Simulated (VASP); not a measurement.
# Ti4C in VASP: notebook

The runs below take Ti4C through relaxation of the atoms, single point, with PBEsol.

Everything below comes from runs of VASP 6.6.1. Logs are shortened: lines on timing, memory, paths and dates and some standing lists are left out, and cuts for length are marked.

### Step 1. The cell of the first run

The cell holds a slab with vacuum, 5 atoms: a = 3.210 Å, b = 3.210 Å, c = 20.107 Å, α = 90.00°, β = 90.00°, γ = 90.00°.

### Step 2. Relaxation of the atoms, PBEsol

INCAR

```
ALGO = Normal
DIPOL = 0.5 0.5 0.353
EDIFF = 1E-6
EDIFFG = -0.025
ENCUT = 520
GGA = PS
IBRION = 2
IDIPOL = 3
ISIF = 2
ISMEAR = 0
LASPH = T
LCHARG = F
LDIPOL = T
LREAL = F
LWAVE = F
NELM = 100
NSW = 36
PREC = Accurate
SIGMA = 0.1
```

KPOINTS

```
k-points
0
Gamma
  8 8 1
```

POSCAR

```
Ti4C
1.0
    3.2102321090      0.0000000000      0.0000000000
    0.0000000000      3.2102321090      0.0000000000
    0.0000000000      0.0000000000     20.1069940753
Ti C
4 1
Selective dynamics
Direct
    0.5000000000      0.5000000000      0.1989357527  F F F
    0.0000000000      0.0000000000      0.2787644953  F F F
    0.5000000000      0.5000000000      0.3538359372  F F F
    0.0000000000      0.0000000000      0.4280597111  F F F
    0.2500000000      0.2500000000      0.5066393334  F F T
```

Potentials or basis: VASP PAW PBE potentials, release 64 (Ti_sv, C).

The run is started by

```console
> cat potpaw_PBE.64/Ti_sv/POTCAR potpaw_PBE.64/C/POTCAR > POTCAR
> mpirun -np 1 vasp_std > vasp.out
```

OUTCAR:

```text
EDIFF = 1E-6
   EDIFFG = -0.025
   ENCUT = 520
   GGA = PS
   IBRION = 2
   ISIF = 2
   ISMEAR = 0
   LASPH = T
   LREAL = F
   NELM = 100
   NSW = 36
   PREC = Accurate

 ion  position               nearest neighbor table
   1  0.500  0.500  0.199-   2 2.78   2 2.78   2 2.78   2 2.78
   2  0.000  0.000  0.279-   3 2.73   3 2.73   3 2.73   3 2.73   1 2.78   1 2.78   1 2.78   1 2.78

   3  0.500  0.500  0.354-   4 2.72   4 2.72   4 2.72   4 2.72   2 2.73   2 2.73   2 2.73   2 2.73

   4  0.000  0.000  0.428-   5 1.95   3 2.72   3 2.72   3 2.72   3 2.72
   5  0.250  0.250  0.507-   4 1.95

  LATTYP: Found a simple tetragonal cell.
 ALAT       =     3.2102321090
 C/A-ratio  =     6.2634081875

  Lattice vectors:

 A1 = (   3.2102321090,   0.0000000000,   0.0000000000)
 A2 = (   0.0000000000,   3.2102321090,   0.0000000000)
 A3 = (   0.0000000000,   0.0000000000,  20.1069940753)

Analysis of symmetry for initial positions (statically):
=====================================================================
 Subroutine PRICEL returns:
 Original cell was already a primitive cell.

 Routine SETGRP: Setting up the symmetry group for a
 simple tetragonal supercell.

 Subroutine GETGRP returns: Found  2 space group operations
 (whereof  2 operations were pure point group operations)
 out of a pool of 16 trial point group operations.

The static configuration has the point symmetry C_1h.

Analysis of symmetry for dynamics (positions and initial velocities):
=====================================================================
 Subroutine PRICEL returns:
 Original cell was already a primitive cell.

 Routine SETGRP: Setting up the symmetry group for a
 simple tetragonal supercell.

 Subroutine GETGRP returns: Found  2 space group operations
 (whereof  2 operations were pure point group operations)
 out of a pool of 16 trial point group operations.

The dynamic configuration has the point symmetry C_1h.

Analysis of constrained symmetry for selective dynamics:
=====================================================================
 Subroutine PRICEL returns:
 Original cell was already a primitive cell.

 Routine SETGRP: Setting up the symmetry group for a
 simple tetragonal supercell.

 Subroutine GETGRP returns: Found  2 space group operations
 (whereof  2 operations were pure point group operations)
 out of a pool of 16 trial point group operations.

The constrained configuration has the point symmetry C_1h.

 Subroutine INISYM returns: Found  2 space group operations
 (whereof  2 operations are pure point group operations),
 and found     1 'primitive' translations

----------------------------------------------------------------------------------------

                                     Primitive cell

  volume of cell :     207.2144

  direct lattice vectors                    reciprocal lattice vectors
     3.210232109  0.000000000  0.000000000     0.311503955  0.000000000  0.000000000
     0.000000000  3.210232109  0.000000000     0.000000000  0.311503955  0.000000000
     0.000000000  0.000000000 20.106994075     0.000000000  0.000000000  0.049733938

  length of vectors
     3.210232109  3.210232109 20.106994075     0.311503955  0.311503955  0.049733938

  position of ions in fractional coordinates (direct lattice)
     0.500000000  0.500000000  0.198935753
     0.000000000  0.000000000  0.278764495
     0.500000000  0.500000000  0.353835937
     0.000000000  0.000000000  0.428059711
     0.250000000  0.250000000  0.506639333

  ion indices of the primitive-cell ions
   primitive index   ion index
                 1           1
                 2           2
                 3           3
                 4           4
                 5           5

----------------------------------------------------------------------------------------

 KPOINTS: k-points

Automatic generation of k-mesh.
 Grid dimensions read from file:
 generate k-points for:    8    8    1

 Generating k-lattice:

  Cartesian coordinates                     Fractional coordinates (reciprocal lattice)
[... 45 lines left out ...]
   GGA     = PS    functional components
   LHFCALC =     F    Hartree Fock is set to
   AEXX    =    0.0000 exact exchange contribution
   IVDW    =     0    specifies the selected vdW correction
   LEPSILON=     F    determine dielectric tensor
   LRPA    =     F    only Hartree local field effects (RPA)
 conjugate gradient relaxation of ions
 non-spin polarized calculation
 Gauss-broadening in eV      SIGMA  =   0.10
  energy-cutoff  :      520.00
  volume of cell :      207.21
 maximum number of plane-waves:      5638
   NGX = 11   NGY = 11   NGZ = 75

 dipolmoment           0.000000      0.000000     -0.045435 electrons x Angstroem

--------------------------------------- Ionic step        1  -------------------------------------------

 number of electron      51.9999995 magnetization

 Free energy of the ion-electron system (eV)
  ---------------------------------------------------
  ext. energy  EPLUGINS =         0.00000000
  ---------------------------------------------------
  free energy    TOTEN  =       -36.51700226 eV

  energy without entropy =      -36.47429925  energy(sigma->0) =      -36.49565075

------------------------ aborting loop because EDIFF is reached ----------------------------------------

  FORCE on cell =-STRESS in cart. coord.  units (eV):
  Direction    XX          YY          ZZ          XY          YZ          ZX
  --------------------------------------------------------------------------------------
  -------------------------------------------------------------------------------------
  Total       -3.0734960     -3.0734960     -4.3197704     -0.1125790      0.7180976      0.7180967
  in kB      -23.7642007    -23.7642007    -33.4003665     -0.8704582      5.5523146      5.5523073
  external PRESSURE =     -26.9762560 kB  Pullay stress =       0.0000000 kB
[... 98 lines left out ...]
  FREE ENERGIE OF THE ION-ELECTRON SYSTEM (eV)
  ---------------------------------------------------
  free  energy   TOTEN  =       -36.9715781630 eV

  energy  without entropy=      -36.9287205219  energy(sigma->0) =      -36.95014934

[... ionic steps 4 to 13 ...]

--------------------------------------- Ionic step       14  -------------------------------------------

 number of electron      51.9999995 magnetization

------------------------ aborting loop because EDIFF is reached ----------------------------------------
[... 73 lines left out ...]
--------------------------------------- Ionic step       16  -------------------------------------------

 number of electron      51.9999995 magnetization

 dipolmoment           0.000000      0.000000      0.194815 electrons x Angstroem

 Free energy of the ion-electron system (eV)
  ---------------------------------------------------
  ext. energy  EPLUGINS =         0.00000000
  ---------------------------------------------------
  free energy    TOTEN  =       -36.97201740 eV

  energy without entropy =      -36.92919120  energy(sigma->0) =      -36.95060430

 E-fermi :  -0.3512     XC(G=0):  -5.1975

 val. band max:       -0.3768858599   @ k =   0.2500   0.2500   0.0000
 cond. band min:      -0.3460781613   @ k =  -0.1250   0.2500   0.0000
 fundamental gap:      0.0308076986
 Fermi energy:        -0.3511839618

 k-point     1 :       0.0000    0.0000    0.0000
  band No.  band energies     occupation
      1     -57.1168      2.00000
      2     -56.4305      2.00000
      3     -56.2255      2.00000
      4     -55.9578      2.00000
      5     -33.5712      2.00000
      6     -33.3834      2.00000
[... 703 lines left out ...]
     30       1.0584      0.00000
     31       1.7438      0.00000

------------------------ aborting loop because EDIFF is reached ----------------------------------------

 vacuum level on the upper side and lower side of the slab       (xc-potential included)         1.604        -1.814

  FORCE on cell =-STRESS in cart. coord.  units (eV):
  Direction    XX          YY          ZZ          XY          YZ          ZX
  --------------------------------------------------------------------------------------
  -------------------------------------------------------------------------------------
  Total       -1.2039976     -1.2039976      0.0268305      1.6122280      3.2416843      3.2416861
  in kB       -9.3092817     -9.3092817      0.2074525     12.4657105     25.0646289     25.0646427
  external PRESSURE =      -6.1370370 kB  Pullay stress =       0.0000000 kB
[... 20 lines left out ...]
  FREE ENERGIE OF THE ION-ELECTRON SYSTEM (eV)
  ---------------------------------------------------
  free  energy   TOTEN  =       -36.9720174043 eV

  energy  without entropy=      -36.9291911971  energy(sigma->0) =      -36.95060430

 reached required accuracy - stopping structural energy minimisation

 vacuum level on the upper side and lower side of the slab         6.378         2.848
```

It took 9 min on 1 thread of Intel Xeon Platinum 8488C (Sapphire Rapids), shared host; peak memory 0.33 GiB.

What came out:

* Free energy: -36.9720 eV
* Energy gained by relaxing: 91.0 meV/atom
* Ionic steps: 16
* Band gap on the k mesh: zero (bands 26 and 27 overlap by 0.57 eV)

The path:
```csv
step,energy change (eV),largest force on free atoms (eV/Å),pressure (GPa)
1,0.0000,2.5568,-2.70
2,-0.2760,1.8484,-2.01
3,-0.4546,0.1117,-0.52
4,-0.4550,0.0305,-0.62
5,-0.4550,0.0317,-0.62
6,-0.4550,0.0305,-0.62
7,-0.4550,0.0304,-0.62
8,-0.4550,0.0315,-0.62
9,-0.4550,0.0310,-0.62
10,-0.4550,0.0313,-0.62
11,-0.4550,0.0305,-0.62
12,-0.4550,0.0318,-0.62
13,-0.4550,0.0287,-0.61
14,-0.4550,0.0283,-0.62
15,-0.4550,0.0265,-0.62
16,-0.4550,0.0219,-0.61
```

Final structure:
```
Ti C
1.0
     3.21023    0.00000    0.00000
     0.00000    3.21023    0.00000
     0.00000    0.00000   20.10699
Ti C
4 1
Direct
  0.50000 0.50000 0.19894
  0.00000 0.00000 0.27876
  0.50000 0.50000 0.35384
  0.00000 0.00000 0.42806
  0.25000 0.25000 0.49179
```

Levels at points of the mesh, in eV from the Fermi level:
| k point | band 24 | band 25 | band 26 | band 27 | band 28 | band 29 |
| --- | --- | --- | --- | --- | --- | --- |
| (0.00, 0.00, 0.00) | -0.51 | 0.18 | 0.21 | 0.99 | 1.00 | 1.12 |
| (0.50, 0.00, 0.00) | -0.43 | -0.15 | 0.01 | 0.23 | 0.47 | 0.98 |
| (0.50, 0.50, 0.00) | -0.62 | -0.46 | -0.39 | -0.19 | 0.32 | 0.81 |

Caveat: the PAW data sets were made with another functional, which shifts forces and pressure a little.

### Step 3. Single point, PBEsol

INCAR

```
ALGO     = Normal         # electronic algorithm
DIPOL    = 0.5 0.5 0.350
EDIFF    = 1E-6           # SCF threshold, eV
ENCUT    = 520            # plane-wave cutoff, eV
GGA      = PS             # functional
IDIPOL   = 3            
ISIF     = 2              # what is computed and relaxed
ISMEAR   = 0              # smearing method
LASPH    = T              # aspherical terms in the spheres
LCHARG   = F              # write CHGCAR
LDIPOL   = T            
LREAL    = F              # projectors in reciprocal space
LWAVE    = F              # write WAVECAR
NBANDS   = 34             # bands
NELM     = 80             # most SCF steps
PREC     = Accurate       # precision mode
SIGMA    = 0.1            # smearing width, eV
```

KPOINTS is that of step 2.

POSCAR

```
Ti4C
1.0
    3.2102321090      0.0000000000      0.0000000000
    0.0000000000      3.2102321090      0.0000000000
    0.0000000000      0.0000000000     20.1069940753
Ti C
4 1
Direct
    0.5000000000      0.5000000000      0.1989357527
    0.0000000000      0.0000000000      0.2787644953
    0.5000000000      0.5000000000      0.3538359372
    0.0000000000      0.0000000000      0.4280597111
    0.2500000000      0.2500000000      0.4914327188
```

Potentials or basis: VASP PAW PBE potentials, release 64 (Ti_sv, C).

The run is started by

```console
> cat potpaw_PBE.64/Ti_sv/POTCAR potpaw_PBE.64/C/POTCAR > POTCAR
> mpirun -np 1 vasp_std > vasp.out
```

It took 3 min on 1 thread of AMD EPYC 9R45 (Zen 5), shared host; peak memory 0.31 GiB.

It converged, with:

| Quantity | Value |
| --- | --- |
| Free energy | -36.9718 eV |
| Largest force | 3.948 eV/Å |
| Band gap on the k mesh | zero (bands 26 and 27 overlap by 0.57 eV) |

Forces in eV/Å, atoms in the order of the input:
```
Ti  -0.090 -0.090  0.541
Ti   0.104  0.104 -0.601
Ti   0.105  0.105 -0.515
Ti  -2.769 -2.769  0.498
C    2.651  2.651  0.076
```

Levels at points of the mesh, in eV from the Fermi level:
| k point | band 22 | band 23 | band 24 | band 25 | band 26 | band 27 | band 28 | band 29 | band 30 | band 31 |
| --- | --- | --- | --- | --- | --- | --- | --- | --- | --- | --- |
| (0.00, 0.00, 0.00) | -1.95 | -1.20 | -0.52 | 0.17 | 0.21 | 0.99 | 1.00 | 1.12 | 1.18 | 1.36 |
| (0.50, 0.00, 0.00) | -1.34 | -0.55 | -0.43 | -0.15 | 0.01 | 0.23 | 0.47 | 0.98 | 1.27 | 1.37 |
| (0.50, 0.50, 0.00) | -0.85 | -0.69 | -0.62 | -0.46 | -0.39 | -0.19 | 0.32 | 0.83 | 1.42 | 2.10 |

Caveat: the PAW data sets were made with another functional, which shifts forces and pressure a little.

### Step 4. Single point, PBEsol

INCAR

```
SYSTEM = Ti4C
PREC = Accurate
ENCUT = 520
EDIFF = 1E-7
ISMEAR = 0
SIGMA = 0.1
LREAL = .FALSE.
LASPH = .TRUE.
NELM = 80
ALGO = Normal
ISIF = 2
LWAVE = .FALSE.
LCHARG = .TRUE.
LDIPOL = .TRUE.
IDIPOL = 3
DIPOL = 0.5 0.5 0.355
GGA = PS
LELF = .TRUE.
LVHAR = .TRUE.
LVACPOTAV = .TRUE.
NBANDS = 34
```

KPOINTS

```
Automatic mesh
0
G
  8 8 1
  0 0 0
```

Edit POSCAR of step 3 so:

```diff
@@ -12,2 +12,2 @@
     0.0000000000      0.0000000000      0.4280597111
-    0.2500000000      0.2500000000      0.4914327188
+    0.1250000000      0.1250000000      0.5141453991
```

The run is started by

```console
> cat potpaw_PBE.64/Ti_sv/POTCAR potpaw_PBE.64/C/POTCAR > POTCAR
> mpirun -np 1 vasp_std > vasp.out
```

Run time: 3.3 min. Hardware: 1 thread of AMD EPYC 9R45 (Zen 5), shared host; peak memory 0.31 GiB.

It converged, with:

* Free energy: -35.6036 eV
* Largest force: 1.737 eV/Å
* Band gap on the k mesh: zero (bands 26 and 27 overlap by 0.67 eV)

Forces in eV/Å, atoms in the order of the input:
```
Ti  -0.042 -0.042  0.506
Ti   0.106  0.106 -0.295
Ti   0.118  0.118 -0.703
Ti  -1.189 -1.189  0.432
C    1.007  1.007  0.060
```

Levels at points of the mesh, in eV from the Fermi level:
```
           k point  band 23  band 24  band 25  band 26  band 27  band 28  band 29  band 30
(0.00, 0.00, 0.00)    -0.87    -0.34     0.21     0.44     0.96     0.96     1.04     1.04
(0.50, 0.00, 0.00)    -0.51    -0.34    -0.18    -0.07     0.10     0.64     1.03     1.20
(0.50, 0.50, 0.00)    -0.65    -0.60    -0.42    -0.39    -0.21     0.10     0.41     0.91
```

Caveat: the PAW data sets were made with another functional, which shifts forces and pressure a little.

### Step 5. Single point, PBEsol

INCAR

```
PREC = Accurate ; ENCUT = 520
EDIFF = 1E-6 ; ISMEAR = 0
SIGMA = 0.1 ; LREAL = F
LASPH = T ; NELM = 80
ALGO = Normal ; ISIF = 2
LWAVE = F ; LCHARG = F
LDIPOL = T ; IDIPOL = 3
DIPOL = 0.5 0.5 0.342 ; GGA = PS
NBANDS = 34
```

KPOINTS

```
regular mesh
0
Gamma
  8 8 1
```

Edit POSCAR of step 4 so:

```diff
@@ -12,2 +12,2 @@
     0.0000000000      0.0000000000      0.4280597111
-    0.1250000000      0.1250000000      0.5141453991
+    0.3750000000      0.3750000000      0.4489364114
```

The run is started by

```console
> cat potpaw_PBE.64/Ti_sv/POTCAR potpaw_PBE.64/C/POTCAR > POTCAR
> mpirun -np 1 vasp_std > vasp.out
```

Run time: 2.9 min. Hardware: 1 thread of AMD EPYC 9R45 (Zen 5), shared host; peak memory 0.31 GiB.

Results (log left out):

```
Free energy            : -40.2214 eV
Largest force          : 4.963 eV/Å
Band gap on the k mesh : zero (bands 26 and 27 overlap by 0.56 eV)
```

Forces on the atoms (eV/Å):
```
Ti  -0.054 -0.054  0.296
Ti   0.078  0.078 -0.805
Ti   0.177  0.177 -1.188
Ti  -3.307 -3.307  1.662
C    3.106  3.106  0.034
```

Levels at points of the mesh, in eV from the Fermi level:
```
           k point  band 24  band 25  band 26  band 27  band 28  band 29
(0.00, 0.00, 0.00)    -1.24     0.10     0.21     0.96     1.01     1.03
(0.50, 0.00, 0.00)    -0.47    -0.18     0.10     0.17     0.40     0.89
(0.50, 0.50, 0.00)    -0.65    -0.54    -0.26     0.02     0.04     0.96
```

Caveat: the PAW data sets were made with another functional, which shifts forces and pressure a little.

### Step 6. Relaxation of the atoms, PBEsol

INCAR

```
SYSTEM = Ti4C
  PREC = Accurate
  ENCUT = 520
  EDIFF = 1E-6
  ISMEAR = 0
  SIGMA = 0.1
  LREAL = .False.
  LASPH = .True.
  NELM = 60
  ALGO = Fast
  ISIF = 2
  LWAVE = .False.
  LCHARG = .False.
  LDIPOL = .True.
  IDIPOL = 3
  DIPOL = 0.5 0.5 0.355
  GGA = PS
  IBRION = 2
  NSW = 36
  EDIFFG = -0.025
```

KPOINTS

```
regular mesh
0
Gamma
  8 8 1
  0 0 0
```

POSCAR

```
Ti4C
1.0
    3.2102321090      0.0000000000      0.0000000000
    0.0000000000      3.2102321090      0.0000000000
    0.0000000000      0.0000000000     20.1069940753
Ti C
4 1
Selective dynamics
Direct
    0.5000000000      0.5000000000      0.1989357527  F F F
    0.0000000000      0.0000000000      0.2787644953  F F F
    0.5000000000      0.5000000000      0.3538359372  F F F
    0.0000000000      0.0000000000      0.4280597111  F F F
    0.1250000000      0.1250000000      0.5175807998  F F T
```

Potentials or basis: VASP PAW PBE potentials, release 64 (Ti_sv, C).

The run is started by

```console
> cat potpaw_PBE.64/Ti_sv/POTCAR potpaw_PBE.64/C/POTCAR > POTCAR
> mpirun -np 1 vasp_std > vasp.out
```

It took 28 min on 1 thread of Oxide Virtual Turin-like, shared host; peak memory 0.32 GiB.

The run converged. Its results:

```
Free energy               : -35.6037 eV
Energy gained by relaxing : 5.0 meV/atom
Ionic steps               : 5
Band gap on the k mesh    : zero (bands 26 and 27 overlap by 0.68 eV)
```

The path:
| step | energy change (eV) | largest force on free atoms (eV/Å) | pressure (GPa) |
| --- | --- | --- | --- |
| 1 | 0.0000 | 0.7124 | -1.83 |
| 2 | -0.0194 | 0.3547 | -1.55 |
| 3 | -0.0241 | 0.1361 | -1.40 |
| 4 | -0.0204 | 0.3473 | -1.07 |
| 5 | -0.0248 | 0.0090 | -1.31 |

Final structure:
```yaml
crystal:
  lattice:
    - [3.21023, 0.00000, 0.00000]
    - [0.00000, 3.21023, 0.00000]
    - [0.00000, 0.00000, 20.10699]
  atoms:
    - { symbol: Ti, position: [0.50000, 0.50000, 0.19894] }
    - { symbol: Ti, position: [0.00000, 0.00000, 0.27876] }
    - { symbol: Ti, position: [0.50000, 0.50000, 0.35384] }
    - { symbol: Ti, position: [0.00000, 0.00000, 0.42806] }
    - { symbol: C, position: [0.12500, 0.12500, 0.51441] }
```

Levels at points of the mesh, in eV from the Fermi level:
```tsv
k point	band 23	band 24	band 25	band 26	band 27	band 28	band 29	band 30
(0.00, 0.00, 0.00)	-0.87	-0.34	0.21	0.44	0.96	0.96	1.04	1.04
(0.50, 0.00, 0.00)	-0.51	-0.33	-0.18	-0.07	0.10	0.64	1.03	1.20
(0.50, 0.50, 0.00)	-0.65	-0.60	-0.42	-0.39	-0.22	0.10	0.41	0.90
```

Caveat: the PAW data sets were made with another functional, which shifts forces and pressure a little.

### Step 7. Overview

| task | cell | atoms held fixed (from 0) | atoms held along some axes (from 0) | gap on the mesh (eV) | largest force (eV/Å) |
| --- | --- | --- | --- | --- | --- |
| relaxation of the atoms | atoms relaxed, atomic positions A | [0, 1, 2, 3] | atom 4 along a and b | none | - |
| single point | as given, atomic positions B | - | - | none | 3.95 |
| single point | as given, atomic positions C | - | - | none | 1.74 |
| single point | as given, atomic positions D | - | - | none | 4.96 |
| relaxation of the atoms | atoms relaxed, atomic positions E | [0, 1, 2, 3] | atom 4 along a and b | none | - |

Alike in all rows: level PBEsol; potentials or basis VASP PAW PBE potentials, release 64 (Ti_sv, C); no spin polarisation; k mesh 8 × 8 × 1; cutoff (eV) 520; smearing gaussian 0.1 eV.

Caveats: the PAW data sets were made with another functional, which shifts forces and pressure a little.

Absolute energies hang on the potentials; compare differences alone.

The gap in the log of VASP goes by the Fermi energy; the results here count the filled bands.